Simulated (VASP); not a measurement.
# Cs (Im-3m) in VASP: a series of runs

Cs is run at these levels: LDA; tasks: single point, relaxation of cell and atoms.

Everything below comes from runs of VASP 6.6.1. Logs are shortened: lines on timing, memory, paths and dates and some standing lists are left out, and cuts for length are marked.

### Step 1. The cell of the first run

Symmetry: Im-3m, No. 229, cubic system. The conventional cell has a = 5.724 Å, b = 5.724 Å, c = 5.724 Å, α = 90.00°, β = 90.00°, γ = 90.00°.

### Step 2. Single point, LDA

Input file INCAR:

```
  PREC = Accurate
  ENCUT = 500
  EDIFF = 1E-6
  ISMEAR = -1
  SIGMA = 0.1
  LREAL = False
  LASPH = True
  NELM = 120
  ALGO = Normal
  ISIF = 2
  LWAVE = False
  LCHARG = False
  GGA = CA
  NBANDS = 10
  GGA_COMPAT = False
```

Input file KPOINTS:

```
Automatic mesh
0
Gamma
  10 10 10
```

Input file POSCAR:

```
Cs
1.0
   -2.8617954356      2.8617954356      2.8617954356
    2.8617954356     -2.8617954356      2.8617954356
    2.8617954356      2.8617954356     -2.8617954356
Cs
1
Direct
    0.0000000000      0.0000000000      0.0000000000
```

Potentials or basis: VASP PAW LDA potentials, release 64 (Cs_sv).

Command:

```bash
$ cat potpaw_LDA.64/Cs_sv/POTCAR > POTCAR
$ mpirun -np 1 vasp_std > vasp.out
```

OUTCAR:

```text
PREC = Accurate
   ENCUT = 500
   EDIFF = 1E-6
   ISMEAR = -1
   LREAL = False
   LASPH = True
   NELM = 120
   ISIF = 2
   GGA = CA

 ion  position               nearest neighbor table
   1  0.000  0.000  0.000-

  LATTYP: Found a body centered cubic cell.
 ALAT       =     5.7235908712

  Lattice vectors:

 A1 = (  -2.8617954356,   2.8617954356,   2.8617954356)
 A2 = (   2.8617954356,  -2.8617954356,   2.8617954356)
 A3 = (   2.8617954356,   2.8617954356,  -2.8617954356)

Analysis of symmetry for initial positions (statically):
=====================================================================
 Subroutine PRICEL returns:
 Original cell was already a primitive cell.

 Routine SETGRP: Setting up the symmetry group for a
 body centered cubic supercell.

 Subroutine GETGRP returns: Found 48 space group operations
 (whereof 48 operations were pure point group operations)
 out of a pool of 48 trial point group operations.

The static configuration has the point symmetry O_h .

Analysis of symmetry for dynamics (positions and initial velocities):
=====================================================================
 Subroutine PRICEL returns:
 Original cell was already a primitive cell.

 Routine SETGRP: Setting up the symmetry group for a
 body centered cubic supercell.

 Subroutine GETGRP returns: Found 48 space group operations
 (whereof 48 operations were pure point group operations)
 out of a pool of 48 trial point group operations.

The dynamic configuration has the point symmetry O_h .

 Subroutine INISYM returns: Found 48 space group operations
 (whereof 48 operations are pure point group operations),
 and found     1 'primitive' translations

----------------------------------------------------------------------------------------

                                     Primitive cell

  volume of cell :      93.7510

  direct lattice vectors                    reciprocal lattice vectors
    -2.861795436  2.861795436  2.861795436     0.000000000  0.174715493  0.174715493
     2.861795436 -2.861795436  2.861795436     0.174715493  0.000000000  0.174715493
     2.861795436  2.861795436 -2.861795436     0.174715493  0.174715493  0.000000000

  length of vectors
     4.956775095  4.956775095  4.956775095     0.247085020  0.247085020  0.247085020

  position of ions in fractional coordinates (direct lattice)
     0.000000000  0.000000000  0.000000000

  ion indices of the primitive-cell ions
   primitive index   ion index
                 1           1

----------------------------------------------------------------------------------------

 KPOINTS: Automatic mesh

Automatic generation of k-mesh.
 Grid dimensions read from file:
 generate k-points for:   10   10   10

 Generating k-lattice:

  Cartesian coordinates                     Fractional coordinates (reciprocal lattice)
     0.000000000  0.017471549  0.017471549     0.100000000  0.000000000  0.000000000
     0.017471549  0.000000000  0.017471549     0.000000000  0.100000000  0.000000000
     0.017471549  0.017471549  0.000000000     0.000000000  0.000000000  0.100000000

  Length of vectors
     0.024708502  0.024708502  0.024708502

  Shift w.r.t. Gamma in fractional coordinates (k-lattice)
     0.000000000  0.000000000  0.000000000

 Subroutine IBZKPT returns following result:
 ===========================================

 Found     47 irreducible k-points:

 Following reciprocal coordinates:
            Coordinates               Weight
  0.000000  0.000000  0.000000      1.000000
  0.100000  0.000000  0.000000     12.000000
  0.200000  0.000000  0.000000     12.000000
  0.300000  0.000000  0.000000     12.000000
  0.400000  0.000000  0.000000     12.000000
  0.500000  0.000000  0.000000      6.000000
[... 16 lines left out ...]
  0.300000  0.300000  0.100000      8.000000
 -0.300000  0.300000  0.100000     24.000000
 [... further k-points ...]
   k-points           NKPTS =     47   k-points in BZ     NKDIM =     47   number of bands    NBANDS=     10
   number of dos      NEDOS =    301   number of ions     NIONS =      1
   total plane-waves  NPLWV =  46656
   dimension x,y,z NGX =    36 NGY =   36 NGZ =   36
   dimension x,y,z NGXF=    72 NGYF=   72 NGZF=   72
   ions per type =               1
   NGX,Y,Z   is equivalent  to a cutoff of  12.07, 12.07, 12.07 a.u.
   NGXF,Y,Z  is equivalent  to a cutoff of  24.15, 24.15, 24.15 a.u.
 SYSTEM =  unknown system
   PREC   = accura    normal or accurate (medium, high low for compatibility)
   ISTART =      0    job   : 0-new  1-cont  2-samecut
   ICHARG =      2    charge: 1-file 2-atom 10-const
   ISPIN  =      1    spin polarized calculation?
   LNONCOLLINEAR =      F non collinear calculations
   LSORBIT =      F    spin-orbit coupling
   LASPH  =      T    aspherical Exc in radial PAW
   ENCUT  =  500.0 eV  36.75 Ry    6.06 a.u.   9.04  9.04  9.04*2*pi/ulx,y,z
   NELM   =    120;   NELMIN=  2; NELMDL= -5     # of ELM steps
   EDIFF  = 0.1E-05   stopping-criterion for ELM
   LREAL  =      F    real-space projection
   EDIFFG = 0.1E-04   stopping-criterion for IOM
   NSW    =      0    number of steps for IOM
   IBRION =     -1    ionic relax: 0-MD 1-quasi-New 2-CG
   NFREE  =      0    steps in history (QN), initial steepest desc. (CG)
   ISIF   =      2    stress and relaxation
   ISYM   =      2    0-nonsym 1-usesym 2-fastsym
   POTIM  = 0.5000    time-step for ionic-motion
   TEBEG  =    0.0;   TEEND  =   0.0 temperature during run
   PSTRESS=    0.0 pullay stress
   NELECT =       9.0000    total number of electrons
   NUPDOWN=      -1.0000    fix difference up-down
   EMIN   =  10.00;   EMAX   =-10.00  energy-range for DOS
   EFERMI =   0.00;   METHOD = LEGACY
   ISMEAR =    -1;   SIGMA  =   0.10  broadening in eV -4-tet -1-fermi 0-gaus
   EFERMI_NEDOS =   21; number of points for ismear=-14 and -15
   IALGO  =     38    algorithm
   IMIX   =      4    mixing-type and parameters
     AMIX     =   0.40;   BMIX     =  1.00
     AMIX_MAG =   1.60;   BMIX_MAG =  1.00
  volume/ion in A,a.u.               =      93.75       632.66
  Fermi-wavevector in a.u.,A,eV,Ry     =   0.749601  1.416541  7.645145  0.561902
  Thomas-Fermi vector in A             =   1.846159
   LORBIT       =      0    0 simple, 1 ext, 2 COOP (PROOUT), +10 PAW based schemes
   GGA     = CA    functional components
   LHFCALC =     F    Hartree Fock is set to
   AEXX    =    0.0000 exact exchange contribution
   IVDW    =     0    specifies the selected vdW correction
   LEPSILON=     F    determine dielectric tensor
   LRPA    =     F    only Hartree local field effects (RPA)
 non-spin polarized calculation
  energy-cutoff  :      500.00
  volume of cell :       93.75
 maximum number of plane-waves:      2404
   NGX = 19   NGY = 19   NGZ = 19

 number of electron       8.9999998 magnetization

 Free energy of the ion-electron system (eV)
  ---------------------------------------------------
  ext. energy  EPLUGINS =         0.00000000
  ---------------------------------------------------
  free energy    TOTEN  =        -1.01336998 eV

  energy without entropy =       -0.97116144  energy(sigma->0) =       -0.99226571

 E-fermi :   0.8366     XC(G=0):  -6.0939

 val. band max:        0.8152096499   @ k =   0.2000   0.2000   0.1000
 cond. band min:       0.8743894679   @ k =  -0.3000   0.3000   0.3000
 fundamental gap:      0.0591798180
 Fermi energy:         0.8365795054

 k-point     1 :       0.0000    0.0000    0.0000
  band No.  band energies     occupation
      1     -22.8747      2.00000
      2      -9.5622      2.00000
      3      -9.5622      2.00000
      4      -9.5622      2.00000
      5      -1.0512      2.00000
      6       3.3817      0.00000
      7       3.3817      0.00000
      8       3.3817      0.00000
      9       4.4468      0.00000
     10       4.4468      0.00000

 k-point     2 :       0.1000    0.0000    0.0000
  band No.  band energies     occupation
      1     -22.8730      2.00000
      2      -9.5904      2.00000
      3      -9.5709      2.00000
      4      -9.5624      2.00000
      5      -0.9128      2.00000
      6       3.2445      0.00000
      7       3.2709      0.00000
      8       3.5222      0.00000
      9       4.2421      0.00000
     10       4.4233      0.00000

 k-point     3 :       0.2000    0.0000    0.0000
  band No.  band energies     occupation
      1     -22.8686      2.00000
      2      -9.6623      2.00000
      3      -9.5934      2.00000
      4      -9.5628      2.00000
      5      -0.5264      2.00000
      6       2.8558      0.00000
      7       2.9502      0.00000
      8       3.9362      0.00000
      9       4.1898      0.00000
     10       4.4157      0.00000

 k-point     4 :       0.3000    0.0000    0.0000
  band No.  band energies     occupation
      1     -22.8631      2.00000
      2      -9.7478      2.00000
      3      -9.6209      2.00000
      4      -9.5633      2.00000
      5       0.0173      1.99945
      6       2.3911      0.00000
      7       2.6640      0.00000
      8       4.3431      0.00000
      9       4.5160      0.00000
     10       4.6011      0.00000
[... 222 lines left out ...]
 k-point    22 :      -0.2000    0.2000    0.1000
  band No.  band energies     occupation
      1     -22.8670      2.00000
      2      -9.6627      2.00000
      3      -9.6026      2.00000
      4      -9.5844      2.00000
      5      -0.3990      1.99999
      6       2.8845      0.00000
      7       3.0366      0.00000
      8       3.5931      0.00000
      9       3.8899      0.00000
     10       4.8279      0.00000

 k-point    23 :       0.3000    0.3000    0.1000
  band No.  band energies     occupation
      1     -22.8557      2.00000
      2      -9.7376      2.00000
      3      -9.7376      2.00000
      4      -9.6212      2.00000
      5       1.7061      0.00033
      6       1.8911      0.00005
      7       1.8911      0.00005
      8       4.2310      0.00000
      9       4.9244      0.00000
     10       4.9244      0.00000

 k-point    24 :      -0.3000    0.3000    0.1000
  band No.  band energies     occupation
      1     -22.8616      2.00000
      2      -9.7439      2.00000
      3      -9.6306      2.00000
      4      -9.5839      2.00000
      5       0.1366      1.99818
      6       2.3738      0.00000
      7       2.7758      0.00000
      8       3.7542      0.00000
      9       4.5469      0.00000
     10       4.8808      0.00000

 [... further k-points ...]

------------------------ aborting loop because EDIFF is reached ----------------------------------------

  FORCE on cell =-STRESS in cart. coord.  units (eV):
  Direction    XX          YY          ZZ          XY          YZ          ZX
  --------------------------------------------------------------------------------------
  -------------------------------------------------------------------------------------
  Total        0.0226560      0.0226560      0.0226560      0.0000000      0.0000000      0.0000000
  in kB        0.3871839      0.3871839      0.3871839      0.0000000      0.0000000      0.0000000
  external PRESSURE =       0.3871839 kB  Pullay stress =       0.0000000 kB

 VOLUME and BASIS-vectors are now :
 -----------------------------------------------------------------------------
  energy-cutoff  :      500.00
  volume of cell :       93.75
      direct lattice vectors                 reciprocal lattice vectors
    -2.861795436  2.861795436  2.861795436     0.000000000  0.174715493  0.174715493
     2.861795436 -2.861795436  2.861795436     0.174715493  0.000000000  0.174715493
     2.861795436  2.861795436 -2.861795436     0.174715493  0.174715493  0.000000000

 POSITION                                       TOTAL-FORCE (eV/Angst)
 -----------------------------------------------------------------------------------
      0.00000      0.00000      0.00000         0.000000     -0.000000      0.000000
 -----------------------------------------------------------------------------------
    total drift:                               -0.000000      0.000000      0.000000

  FREE ENERGIE OF THE ION-ELECTRON SYSTEM (eV)
  ---------------------------------------------------
  free  energy   TOTEN  =        -1.0133699773 eV

  energy  without entropy=       -0.9711614436  energy(sigma->0) =       -0.99226571
```

It took 33 s on 1 thread of Intel Xeon 8259CL, shared host; peak memory 0.19 GiB.

What came out:

- Free energy: -1.0134 eV
- Pressure: 0.0 GPa
- Band gap on the k mesh: zero (an odd number of electrons rules out a gap without spin polarisation)

Caveat: spin-orbit coupling is left out, which moves the levels of the heavy elements.

### Step 3. Single point, LDA

Input file INCAR:

```
SYSTEM = Cs
ALGO = Normal
EDIFF = 1E-6
ENCUT = 500
GGA = CA
GGA_COMPAT = .False.
ISIF = 2
ISMEAR = -1
LASPH = .True.
LCHARG = .False.
LREAL = .False.
LWAVE = .False.
NBANDS = 10
NELM = 120
PREC = Accurate
SIGMA = 0.1
```

Input file KPOINTS:

```
k-points
0
Gamma
  10 10 10
  0 0 0
```

POSCAR is that of step 2.

Potentials or basis: VASP PAW LDA potentials, release 64 (Cs_sv).

Command:

```bash
$ cat potpaw_LDA.64/Cs_sv/POTCAR > POTCAR
$ mpirun -np 1 vasp_std > vasp.out
```

It took 31 s on 1 thread of Intel Xeon 8259CL, shared host; peak memory 0.18 GiB.

The run converged. Its results:

```
Free energy            : -1.0134 eV
Pressure               : 0.0 GPa
Band gap on the k mesh : zero (an odd number of electrons rules out a gap without spin polarisation)
```

Levels at points of the mesh, in eV from the Fermi level:
| k point | band 1 | band 2 | band 3 | band 4 | band 5 | band 6 | band 7 | band 8 |
| --- | --- | --- | --- | --- | --- | --- | --- | --- |
| (0.00, 0.00, 0.00) | -23.71 | -10.40 | -10.40 | -10.40 | -1.89 | 2.55 | 2.55 | 2.55 |
| (0.50, 0.00, 0.00) | -23.69 | -10.68 | -10.49 | -10.40 | -0.08 | 1.21 | 1.57 | 3.48 |
| (0.50, 0.50, 0.50) | -23.68 | -10.59 | -10.59 | -10.59 | 0.47 | 0.47 | 3.60 | 3.60 |

Caveat: spin-orbit coupling is left out, which moves the levels of the heavy elements.

### Step 4. Relaxation of cell and atoms, LDA, target pressure 0.061 GPa, at which the enthalpy is minimised

Input file INCAR:

```
ALGO = Normal
EDIFF = 1E-7
EDIFFG = -0.005
ENCUT = 500
GGA = CA
GGA_COMPAT = F
IBRION = 2
ISIF = 3
ISMEAR = -1
LASPH = T
LCHARG = F
LREAL = F
LWAVE = F
NELM = 120
NELMIN = 4
NSW = 60
PREC = Accurate
PSTRESS = 0.61
SIGMA = 0.1
```

Input file KPOINTS:

```
k-points
0
Gamma
  10 10 10
```

POSCAR is that of step 3.

Command:

```bash
$ cat potpaw_LDA.64/Cs_sv/POTCAR > POTCAR
$ mpirun -np 1 vasp_std > vasp.out
```

Run time: 67 s. Hardware: 1 thread of Intel Xeon 8259CL, shared host; peak memory 0.19 GiB.

The run converged. Its results:

| Property | Result |
| --- | --- |
| Free energy | -1.0132 eV |
| Relaxed volume | 93.13 Å³/atom |
| Relaxed cell | a = 4.946 Å, b = 4.946 Å, c = 4.946 Å, α = 109.47°, β = 109.47°, γ = 109.47° |
| Space group after relaxing (to 0.1 Å) | Im-3m (No. 229) |
| Energy change on relaxing (the run minimises the enthalpy) | +0.2 meV/atom |
| Ionic steps | 3 |
| Pressure after relaxing | 0.1 GPa |
| Band gap on the k mesh | zero (an odd number of electrons rules out a gap without spin polarisation) |

Step by step:
| step | energy change (eV) | largest force (eV/Å) | pressure (GPa) | volume (Å³) |
| --- | --- | --- | --- | --- |
| 1 | 0.0000 | 0.0000 | 0.04 | 93.75 |
| 2 | 0.0000 | 0.0000 | 0.05 | 93.59 |
| 3 | 0.0002 | 0.0000 | 0.06 | 93.13 |

Final structure:
```cif
data_structure
_symmetry_space_group_name_H-M 'P 1'
_symmetry_Int_Tables_number 1
_cell_length_a 4.9457
_cell_length_b 4.9457
_cell_length_c 4.9457
_cell_angle_alpha 109.471
_cell_angle_beta 109.471
_cell_angle_gamma 109.471
_cell_volume 93.13
loop_
_atom_site_label
_atom_site_type_symbol
_atom_site_fract_x
_atom_site_fract_y
_atom_site_fract_z
_atom_site_occupancy
Cs1 Cs 0.00000 0.00000 0.00000 1
```

Levels at points of the mesh, in eV from the Fermi level:
| k point | band 1 | band 2 | band 3 | band 4 | band 5 | band 6 | band 7 | band 8 |
| --- | --- | --- | --- | --- | --- | --- | --- | --- |
| (0.00, 0.00, 0.00) | -23.71 | -10.39 | -10.39 | -10.39 | -1.89 | 2.55 | 2.55 | 2.55 |
| (0.50, 0.00, 0.00) | -23.69 | -10.68 | -10.48 | -10.40 | -0.09 | 1.22 | 1.56 | 3.49 |
| (0.50, 0.50, 0.50) | -23.68 | -10.59 | -10.59 | -10.59 | 0.46 | 0.46 | 3.62 | 3.62 |

Caveat: the cell is relaxed towards a set pressure, so the run minimises the enthalpy, not the energy; spin-orbit coupling is left out, which moves the levels of the heavy elements.
